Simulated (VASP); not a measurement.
# BaTiO3 (P4mm) in VASP: relaxation of shape and atoms at fixed volume with PBE+U

Aim: the relaxation of shape and atoms at fixed volume of BaTiO3 with PBE+U.

Program: VASP 6.6.1. These are calculated values, not measurements. Logs are shortened: lines on timing, memory, paths and dates and some standing lists are left out, and cuts for length are marked.

## Step 1: The cell of the first run

Symmetry: P4mm, No. 99, tetragonal system. Conventional cell: a = 3.971 Å, b = 3.971 Å, c = 4.085 Å, α = 90.00°, β = 90.00°, γ = 90.00°. Within 3.7 Å of Ba (site symmetry 4mm) lie 12 O at 2.79 to 2.91 Å and 8 Ti at 3.44 to 3.51 Å. Within 2.4 Å of Ti (site symmetry 4mm) lie 6 O at 1.84 to 2.25 Å. O (site symmetry 4mm) has 2 Ti at 1.84 to 2.25 Å within 2.4 Å. Within 2.6 Å of O (site symmetry 2mm) lie 2 Ti at 1.99 Å.

## Step 2: Relaxation of shape and atoms at fixed volume, PBE+U (12.88 Å³/atom)

The input, INCAR:

```
PREC = Accurate ; ENCUT = 600
EDIFF = 1E-7 ; ISMEAR = 0
SIGMA = 0.02 ; LREAL = False
LASPH = True ; NELM = 150
ALGO = Normal ; ISIF = 4
LWAVE = False ; LCHARG = False
LMAXMIX = 4 ; LDAU = True
LDAUTYPE = 2 ; LDAUL = -1 2 -1
LDAUU = 0 4 0 ; LDAUJ = 0 0 0
LDAUPRINT = 1 ; GGA = PE
IBRION = 2 ; NSW = 50
EDIFFG = -0.01
```

The input, KPOINTS:

```
regular mesh
0
Gamma
  8 8 8
```

The input, POSCAR:

```
BaTiO3
1.0
    3.9706814897      0.0000000000      0.0000000000
    0.0000000000      3.9706814897      0.0000000000
    0.0000000000      0.0000000000      4.0850794236
Ba Ti O
1 1 3
Direct
    0.0000000000      0.0000000000     -0.0044913172
    0.5000000000      0.5000000000      0.4811993323
    0.5000000000      0.5000000000      0.0315330395
    0.5000000000      0.0000000000      0.5173794727
    0.0000000000      0.5000000000      0.5173794727
```

Potentials or basis: VASP PAW PBE potentials, release 64 (Ba_sv, Ti_sv, O).

Run with:

```
cat potpaw_PBE.64/Ba_sv/POTCAR potpaw_PBE.64/Ti_sv/POTCAR potpaw_PBE.64/O/POTCAR > POTCAR
mpirun -np 1 vasp_std > vasp.out
```

OUTCAR:

```text
PREC = Accurate
   ENCUT = 600
   EDIFF = 1E-7
   ISMEAR = 0
   LREAL = False
   LASPH = True
   NELM = 150
   ISIF = 4
   GGA = PE
   IBRION = 2
   NSW = 50
   EDIFFG = -0.01

 ion  position               nearest neighbor table
   1  0.000  0.000  0.996-   4 2.79   5 2.79   5 2.79   4 2.79   3 2.81   3 2.81   3 2.81   3 2.81
                             4 2.91   5 2.91   5 2.91   4 2.91   2 3.44   2 3.44   2 3.44   2 3.44
   2  0.500  0.500  0.481-   3 1.84   4 1.99   5 1.99   4 1.99   5 1.99   3 2.25   1 3.44   1 3.44
                             1 3.44   1 3.44   1 3.51   1 3.51   1 3.51   1 3.51
   3  0.500  0.500  0.032-   2 1.84   2 2.25   1 2.81   1 2.81   1 2.81   1 2.81
   4  0.500  0.000  0.517-   2 1.99   2 1.99   1 2.79   1 2.79   1 2.91   1 2.91
   5  0.000  0.500  0.517-   2 1.99   2 1.99   1 2.79   1 2.79   1 2.91   1 2.91

  LATTYP: Found a simple tetragonal cell.
 ALAT       =     3.9706814897
 C/A-ratio  =     1.0288106548

  Lattice vectors:

 A1 = (   3.9706814897,   0.0000000000,   0.0000000000)
 A2 = (   0.0000000000,   3.9706814897,   0.0000000000)
 A3 = (   0.0000000000,   0.0000000000,   4.0850794236)

Analysis of symmetry for initial positions (statically):
=====================================================================
 Subroutine PRICEL returns:
 Original cell was already a primitive cell.

 Routine SETGRP: Setting up the symmetry group for a
 simple tetragonal supercell.

 Subroutine GETGRP returns: Found  8 space group operations
 (whereof  8 operations were pure point group operations)
 out of a pool of 16 trial point group operations.

The static configuration has the point symmetry C_4v.

Analysis of symmetry for dynamics (positions and initial velocities):
=====================================================================
 Subroutine PRICEL returns:
 Original cell was already a primitive cell.

 Routine SETGRP: Setting up the symmetry group for a
 simple tetragonal supercell.

 Subroutine GETGRP returns: Found  8 space group operations
 (whereof  8 operations were pure point group operations)
 out of a pool of 16 trial point group operations.

The dynamic configuration has the point symmetry C_4v.

 Subroutine INISYM returns: Found  8 space group operations
 (whereof  8 operations are pure point group operations),
 and found     1 'primitive' translations

----------------------------------------------------------------------------------------

                                     Primitive cell

  volume of cell :      64.4066

  direct lattice vectors                    reciprocal lattice vectors
     3.970681490  0.000000000  0.000000000     0.251845937  0.000000000  0.000000000
     0.000000000  3.970681490  0.000000000     0.000000000  0.251845937  0.000000000
     0.000000000  0.000000000  4.085079424     0.000000000  0.000000000  0.244793282

  length of vectors
     3.970681490  3.970681490  4.085079424     0.251845937  0.251845937  0.244793282

  position of ions in fractional coordinates (direct lattice)
     0.000000000  0.000000000  0.995508683
     0.500000000  0.500000000  0.481199332
     0.500000000  0.500000000  0.031533039
     0.500000000  0.000000000  0.517379473
     0.000000000  0.500000000  0.517379473

  ion indices of the primitive-cell ions
   primitive index   ion index
                 1           1
                 2           2
                 3           3
                 4           4
                 5           5

----------------------------------------------------------------------------------------

 KPOINTS: regular mesh

Automatic generation of k-mesh.
 Grid dimensions read from file:
 generate k-points for:    8    8    8

[... 82 lines left out ...]
     AMIX     =   0.40;   BMIX     =  1.00
     AMIX_MAG =   1.60;   BMIX_MAG =  1.00
  volume/ion in A,a.u.               =      12.88        86.93
  Fermi-wavevector in a.u.,A,eV,Ry     =   1.396748  2.639470 26.543662  1.950904
  Thomas-Fermi vector in A             =   2.520072
   LORBIT       =      0    0 simple, 1 ext, 2 COOP (PROOUT), +10 PAW based schemes
 LDA+U is selected, type is set to LDAUTYPE =  2
   angular momentum for each species LDAUL =    -1    2   -1
   U (eV)           for each species LDAUU =   0.0  4.0  0.0
   J (eV)           for each species LDAUJ =   0.0  0.0  0.0
   GGA     = PE    functional components
   LHFCALC =     F    Hartree Fock is set to
   AEXX    =    0.0000 exact exchange contribution
   IVDW    =     0    specifies the selected vdW correction
   LEPSILON=     F    determine dielectric tensor
   LRPA    =     F    only Hartree local field effects (RPA)
 conjugate gradient relaxation of ions
 non-spin polarized calculation
 Gauss-broadening in eV      SIGMA  =   0.02
  energy-cutoff  :      600.00
  volume of cell :       64.41
 maximum number of plane-waves:      2208
 NGX is ok and might be reduce to    32
   NGX = 15   NGY = 15   NGZ = 17

--------------------------------------- Ionic step        1  -------------------------------------------

 number of electron      39.9999986 magnetization

 Free energy of the ion-electron system (eV)
  ---------------------------------------------------
  ext. energy  EPLUGINS =         0.00000000
  ---------------------------------------------------
  free energy    TOTEN  =       -37.23937776 eV

  energy without entropy =      -37.23937776  energy(sigma->0) =      -37.23937776

------------------------ aborting loop because EDIFF is reached ----------------------------------------

  FORCE on cell =-STRESS in cart. coord.  units (eV):
  Direction    XX          YY          ZZ          XY          YZ          ZX
  --------------------------------------------------------------------------------------
  -------------------------------------------------------------------------------------
  Total        3.4806978      3.4806978      3.6504131      0.0000000      0.0000000      0.0000000
  in kB       86.5857248     86.5857248     90.8075559      0.0000000      0.0000000      0.0000000
  external PRESSURE =      87.9930018 kB  Pullay stress =       0.0000000 kB
[... 98 lines left out ...]
  FREE ENERGIE OF THE ION-ELECTRON SYSTEM (eV)
  ---------------------------------------------------
  free  energy   TOTEN  =       -37.2770988458 eV

  energy  without entropy=      -37.2770988458  energy(sigma->0) =      -37.27709885

[... ionic steps 4 to 8 ...]

--------------------------------------- Ionic step        9  -------------------------------------------

 number of electron      39.9999999 magnetization

------------------------ aborting loop because EDIFF is reached ----------------------------------------
[... 67 lines left out ...]
  FREE ENERGIE OF THE ION-ELECTRON SYSTEM (eV)
  ---------------------------------------------------
  free  energy   TOTEN  =       -37.3106283250 eV

  energy  without entropy=      -37.3106283250  energy(sigma->0) =      -37.31062832

atom =   2  type =  2  l = 2

 onsite density matrix

spin component  1

  0.1035 -0.0000  0.0000  0.0000  0.0000
 -0.0000  0.1036 -0.0000  0.0000 -0.0000
  0.0000 -0.0000  0.2367 -0.0000 -0.0000
  0.0000  0.0000 -0.0000  0.1036  0.0000
  0.0000 -0.0000 -0.0000  0.0000  0.2366

spin component  2

  0.1035 -0.0000  0.0000  0.0000  0.0000
 -0.0000  0.1036 -0.0000  0.0000 -0.0000
  0.0000 -0.0000  0.2367 -0.0000 -0.0000
  0.0000  0.0000 -0.0000  0.1036  0.0000
  0.0000 -0.0000 -0.0000  0.0000  0.2366

 occupancies and eigenvectors

  o =  0.1035  v =  1.0000  0.0000  0.0000  0.0000  0.0000  0.0000  0.0000  0.0000  0.0000  0.0000      0.0000  0.0000  0.0000  0.0000  0.0000  0.0000  0.0000  0.0000  0.0000  0.0000
  o =  0.1035  v =  0.0000  0.0000  0.0000  0.0000  0.0000  1.0000  0.0000  0.0000  0.0000  0.0000      0.0000  0.0000  0.0000  0.0000  0.0000  0.0000  0.0000  0.0000  0.0000  0.0000
  o =  0.1036  v =  0.0000 -0.4502  0.0000  0.8929  0.0000  0.0000  0.0000  0.0000  0.0000  0.0000      0.0000  0.0000  0.0000  0.0000  0.0000  0.0000  0.0000  0.0000  0.0000  0.0000
  o =  0.1036  v =  0.0000  0.0000  0.0000  0.0000  0.0000  0.0000 -0.4502  0.0000  0.8929  0.0000      0.0000  0.0000  0.0000  0.0000  0.0000  0.0000  0.0000  0.0000  0.0000  0.0000
  o =  0.1036  v =  0.0000 -0.8929  0.0000 -0.4502  0.0000  0.0000  0.0000  0.0000  0.0000  0.0000      0.0000  0.0000  0.0000  0.0000  0.0000  0.0000  0.0000  0.0000  0.0000  0.0000
  o =  0.1036  v =  0.0000  0.0000  0.0000  0.0000  0.0000  0.0000 -0.8929  0.0000 -0.4502  0.0000      0.0000  0.0000  0.0000  0.0000  0.0000  0.0000  0.0000  0.0000  0.0000  0.0000
  o =  0.2366  v =  0.0000  0.0000  0.0000 -0.0000  1.0000  0.0000  0.0000  0.0000  0.0000  0.0000      0.0000  0.0000  0.0000  0.0000  0.0000  0.0000  0.0000  0.0000  0.0000  0.0000
  o =  0.2366  v =  0.0000  0.0000  0.0000  0.0000  0.0000  0.0000  0.0000  0.0000 -0.0000  1.0000      0.0000  0.0000  0.0000  0.0000  0.0000  0.0000  0.0000  0.0000  0.0000  0.0000
  o =  0.2367  v =  0.0000  0.0000  0.0000  0.0000  0.0000  0.0000  0.0000  1.0000  0.0000 -0.0000      0.0000  0.0000  0.0000  0.0000  0.0000  0.0000  0.0000  0.0000  0.0000  0.0000
  o =  0.2367  v =  0.0000  0.0000  1.0000  0.0000 -0.0000  0.0000  0.0000  0.0000  0.0000  0.0000      0.0000  0.0000  0.0000  0.0000  0.0000  0.0000  0.0000  0.0000  0.0000  0.0000

--------------------------------------- Ionic step       11  -------------------------------------------

 number of electron      39.9999999 magnetization

 Free energy of the ion-electron system (eV)
  ---------------------------------------------------
  ext. energy  EPLUGINS =         0.00000000
  ---------------------------------------------------
  free energy    TOTEN  =       -37.31063377 eV

  energy without entropy =      -37.31063377  energy(sigma->0) =      -37.31063377

 E-fermi :   4.1765     XC(G=0): -11.2438

 val. band max:        3.9369176995   @ k =   0.5000   0.5000   0.5000
 cond. band min:       6.1430740246   @ k =   0.0000   0.0000   0.0000
 fundamental gap:      2.2061563252
 Fermi energy:         4.1765342313

 k-point     1 :       0.0000    0.0000    0.0000
  band No.  band energies     occupation
      1     -53.8182      2.00000
      2     -29.9771      2.00000
      3     -29.9770      2.00000
      4     -29.9770      2.00000
      5     -20.8907      2.00000
      6     -13.0067      2.00000
[... 637 lines left out ...]
     23       7.8701      0.00000
     24       8.4553      0.00000

 [... further k-points ...]

------------------------ aborting loop because EDIFF is reached ----------------------------------------

  FORCE on cell =-STRESS in cart. coord.  units (eV):
  Direction    XX          YY          ZZ          XY          YZ          ZX
  --------------------------------------------------------------------------------------
  -------------------------------------------------------------------------------------
  Total        2.4204146      2.4204146      2.4270679      0.0000000     -0.0000000      0.0000000
  in kB       60.2101529     60.2101529     60.3756612      0.0000000     -0.0000000      0.0000000
  external PRESSURE =      60.2653223 kB  Pullay stress =       0.0000000 kB
[... 20 lines left out ...]
  FREE ENERGIE OF THE ION-ELECTRON SYSTEM (eV)
  ---------------------------------------------------
  free  energy   TOTEN  =       -37.3106337698 eV

  energy  without entropy=      -37.3106337698  energy(sigma->0) =      -37.31063377

 reached required accuracy - stopping structural energy minimisation
```

Run time: 6.9 min. Hardware: 1 thread of AMD EPYC 9R45 (Zen 5), shared host; peak memory 0.28 GiB.

What came out:

| Quantity | Value |
| --- | --- |
| Free energy | -37.3106 eV |
| Energy gained by relaxing | 14.3 meV/atom |
| Ionic steps | 11 |
| Pressure after relaxing | 6.0 GPa |
| Largest force after relaxing | 0.009 eV/Å |
| Band gap on the k mesh | 2.21 eV (least direct gap 2.40 eV) |

Forces in eV/Å, atoms in the order of the input:
```
Ba   0.000  0.000  0.003
Ti   0.000  0.000  0.009
O    0.000  0.000  0.005
O    0.000  0.000 -0.009
O    0.000  0.000 -0.009
```

Step by step:
| step | energy change (eV) | largest force (eV/Å) | pressure (GPa) | volume (Å³) |
| --- | --- | --- | --- | --- |
| 1 | 0.0000 | 0.9196 | 8.80 | 64.41 |
| 2 | -0.0370 | 0.1725 | 7.11 | 64.41 |
| 3 | -0.0377 | 0.1918 | 6.87 | 64.41 |
| 4 | -0.0590 | 0.1709 | 6.37 | 64.41 |
| 5 | -0.0648 | 0.1460 | 6.15 | 64.41 |
| 6 | -0.0689 | 0.0841 | 6.09 | 64.41 |
| 7 | -0.0706 | 0.0754 | 6.04 | 64.41 |
| 8 | -0.0712 | 0.0133 | 6.03 | 64.41 |
| 9 | -0.0712 | 0.0171 | 6.03 | 64.41 |
| 10 | -0.0713 | 0.0105 | 6.03 | 64.41 |
| 11 | -0.0713 | 0.0088 | 6.03 | 64.41 |

Final structure:
```cif
data_structure
_symmetry_space_group_name_H-M 'P 1'
_symmetry_Int_Tables_number 1
_cell_length_a 4.0087
_cell_length_b 4.0087
_cell_length_c 4.0080
_cell_angle_alpha 90.000
_cell_angle_beta 90.000
_cell_angle_gamma 90.000
_cell_volume 64.41
loop_
_atom_site_label
_atom_site_type_symbol
_atom_site_fract_x
_atom_site_fract_y
_atom_site_fract_z
_atom_site_occupancy
Ba1 Ba 0.00000 0.00000 0.00831 1
Ti1 Ti 0.50000 0.50000 0.50805 1
O1 O 0.50000 0.50000 0.00876 1
O2 O 0.50000 0.00000 0.50894 1
O3 O 0.00000 0.50000 0.50894 1
```

Levels at points of the mesh, in eV from the valence-band top:
```csv
k point,band 16,band 17,band 18,band 19,band 20,band 21,band 22,band 23,band 24
"(0.00, 0.00, 0.00)",-1.10,-1.10,-0.19,-0.19,-0.19,2.21,2.21,2.21,3.91
"(0.50, 0.00, 0.00)",-1.93,-1.74,-1.74,-0.79,-0.79,2.39,3.90,3.90,3.91
"(0.50, 0.50, 0.00)",-2.60,-1.88,-0.89,-0.89,-0.09,3.91,3.91,4.34,4.71
"(0.00, 0.00, 0.50)",-1.93,-1.74,-1.74,-0.79,-0.79,2.39,3.90,3.90,3.91
"(0.50, 0.00, 0.50)",-2.61,-1.88,-0.89,-0.89,-0.09,3.91,3.91,4.34,4.71
"(0.50, 0.50, 0.50)",-2.32,-2.32,0.00,0.00,0.00,4.57,4.57,4.57,6.63
```

Eigenvalues of the final occupation matrices:
```csv
site,spin,trace,eigenvalues
site 2 d,1,0.78,0.10 0.10 0.10 0.24 0.24
site 2 d,2,0.78,0.10 0.10 0.10 0.24 0.24
```

Caveat: spin-orbit coupling is left out, which moves the levels of the heavy elements. A k mesh can miss the band edges.
